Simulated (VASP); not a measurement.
**H16CO10: single point with PBE+D3(BJ)**

H16CO10:

```
O H C
1.0
     6.95619    0.00000    0.00000
     0.00000    6.95619    0.00000
     0.00000    0.00000    6.95619
O H C
10 16 1
Direct
  0.40187 0.72727 0.46757
  0.70577 0.74787 0.71111
  0.96385 0.17027 0.21197
  0.36041 0.02054 0.19587
  0.98742 0.99918 0.59993
  0.26086 0.14258 0.82337
  0.10950 0.55111 0.70971
  0.93012 0.53292 0.37740
  0.42778 0.44625 0.13433
  0.68424 0.35334 0.94243
  0.37942 0.84016 0.38569
  0.41874 0.61841 0.38317
  0.77419 0.67189 0.61759
  0.57940 0.76299 0.64564
  0.88543 0.19048 0.09428
  0.95603 0.29730 0.27367
  0.23555 0.08290 0.18918
  0.38669 0.01131 0.06534
  0.92693 0.04525 0.47891
  0.87295 0.96343 0.67695
  0.17351 0.07782 0.73293
  0.23815 0.28327 0.81164
  0.07287 0.60352 0.82933
  0.20612 0.63257 0.63982
  0.98271 0.52431 0.51147
  0.94967 0.66758 0.33668
  0.55484 0.39375 0.04214
```

| Property | Result |
| --- | --- |
| Program | VASP 6.6.1 |
| Task | single point |
| Functional | PBE |
| Dispersion | D3(BJ) |
| Potentials or basis | VASP PAW PBE potentials, release 64 (O, H, C) |
| Cutoff | 520 eV |
| k mesh | 1 × 1 × 1 |
| Occupations | fermi-dirac, width 0.02 eV |
| Spin | no spin polarisation |

```json
{"Pressure": "0.7 GPa", "Largest force": "2.872 eV/Å", "Dispersion energy per atom": "-0.031 eV"}
```

Forces in eV/Å, atoms in the order of the input:
```
O   -0.410 -0.041  0.889
O   -0.696  0.497  0.438
O   -0.491  0.004 -0.582
O   -0.262 -0.130  2.646
O   -0.960  0.148 -0.582
O    0.604  0.869  0.457
O    1.098 -0.825 -1.673
O   -0.230  0.544 -0.017
O   -1.923  0.740  1.499
O    0.499 -0.519 -0.210
H   -0.061  0.306 -0.574
H    0.086 -0.224 -0.384
H    0.340 -0.380 -0.298
H    0.265 -0.049  0.097
H    0.590 -0.316  0.667
H    0.129  0.334  0.038
H   -0.686  0.276  0.325
H    0.706 -0.328 -2.765
H    0.681 -0.046  0.273
H    0.255 -0.367 -0.109
H   -0.313  0.370 -0.258
H   -0.174 -1.030 -0.250
H   -0.297  0.933  1.088
H   -0.298 -0.022  0.661
H    0.042  0.131 -0.304
H    0.040 -0.752  0.240
C    1.467 -0.123 -1.312
```

Stress tensor (GPa, compression positive):
```
 1.13 -0.67 -1.05
-0.67 -0.36  1.56
-1.05  1.56  1.43
```

Levels at points of the mesh, in eV from the Fermi level:
```csv
k point,band 37,band 38,band 39,band 40,band 41,band 42,band 43,band 44
"(0.00, 0.00, 0.00)",-1.29,-1.10,-0.73,-0.48,3.70,5.33,5.43,6.49
```

Wall time 74 s on 1 thread of AMD EPYC 7R13 (shared host), peak memory 0.32 GiB.

Caveat: the k points lie up to 0.90 Å⁻¹ apart, too coarse for converged energies, forces and pressures; the atoms stand as in a frame of molecular dynamics.
